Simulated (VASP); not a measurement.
# NaLu: relaxation of cell and atoms with PBE

NaLu:

```
Na Lu
1.0
     0.00000    2.81788    2.81788
     2.81788    0.00000    2.81788
     2.81788    2.81788    0.00000
Na Lu
1 1
Direct
  0.50000 0.50000 0.50000
  0.00000 0.00000 0.00000
```

The cell was built from a structure type or drawn by symmetry, and may not be a known phase.

```json
{"Program": "VASP 6.6.1", "Task": "relaxation of cell and atoms", "Functional": "PBE", "Potentials or basis": "VASP PAW PBE potentials, release 64 (Na_pv, Lu)", "Cutoff": "600 eV", "k mesh": "6 × 6 × 6", "Occupations": "gaussian, width 0.1 eV", "Spin": "no spin polarisation", "Dipole correction": "no", "Further INCAR settings": "ALGO = Normal; EDIFF = 1e-07; IBRION = 2; EDIFFG = -0.04; NSW = 90; ISIF = 3"}
```

```json
{"Relaxed volume": "31.88 Å³/atom", "Relaxed cell": "a = 4.484 Å, b = 4.484 Å, c = 4.484 Å, α = 60.00°, β = 60.00°, γ = 60.00°", "Space group after relaxing (to 0.1 Å)": "Fm-3m (No. 225)", "Energy gained by relaxing": "321.7 meV/atom", "Ionic steps": "4", "Pressure after relaxing": "0.1 GPa", "Band gap on the k mesh": "zero (bands 16 and 17 overlap by 1.41 eV)"}
```

The path:
| step | energy change (eV) | largest force (eV/Å) | pressure (GPa) | volume (Å³) |
| --- | --- | --- | --- | --- |
| 1 | 0.0000 | 0.0000 | 14.31 | 44.75 |
| 2 | -0.6160 | 0.0000 | 1.91 | 58.98 |
| 3 | -0.6203 | 0.0000 | -1.73 | 69.08 |
| 4 | -0.6435 | 0.0000 | 0.05 | 63.75 |

Final structure:
```cif
data_structure
_symmetry_space_group_name_H-M 'P 1'
_symmetry_Int_Tables_number 1
_cell_length_a 4.4841
_cell_length_b 4.4841
_cell_length_c 4.4841
_cell_angle_alpha 60.000
_cell_angle_beta 60.000
_cell_angle_gamma 60.000
_cell_volume 63.75
loop_
_atom_site_label
_atom_site_type_symbol
_atom_site_fract_x
_atom_site_fract_y
_atom_site_fract_z
_atom_site_occupancy
Na1 Na 0.50000 0.50000 0.50000 1
Lu1 Lu 0.00000 0.00000 0.00000 1
```

Levels at points of the mesh, in eV from the Fermi level:
| k point | band 12 | band 13 | band 14 | band 15 | band 16 | band 17 | band 18 | band 19 | band 20 |
| --- | --- | --- | --- | --- | --- | --- | --- | --- | --- |
| (0.00, 0.00, 0.00) | -6.29 | -6.29 | -6.29 | -4.84 | 1.04 | 1.04 | 1.04 | 1.76 | 1.76 |
| (0.50, 0.00, 0.00) | -6.30 | -6.29 | -6.29 | -2.43 | -1.06 | 0.91 | 0.91 | 2.62 | 2.77 |
| (0.50, 0.50, 0.00) | -6.30 | -6.30 | -6.29 | -1.58 | -0.36 | -0.34 | 1.80 | 2.48 | 3.06 |

Wall time 83 s on 1 thread of AMD EPYC 9R45 (Zen 5) (shared host), peak memory 0.16 GiB.

Caveat: the volume moved by over 15 % at a fixed basis, so the end points are rough; spin-orbit coupling is left out, which moves the levels of the heavy elements.
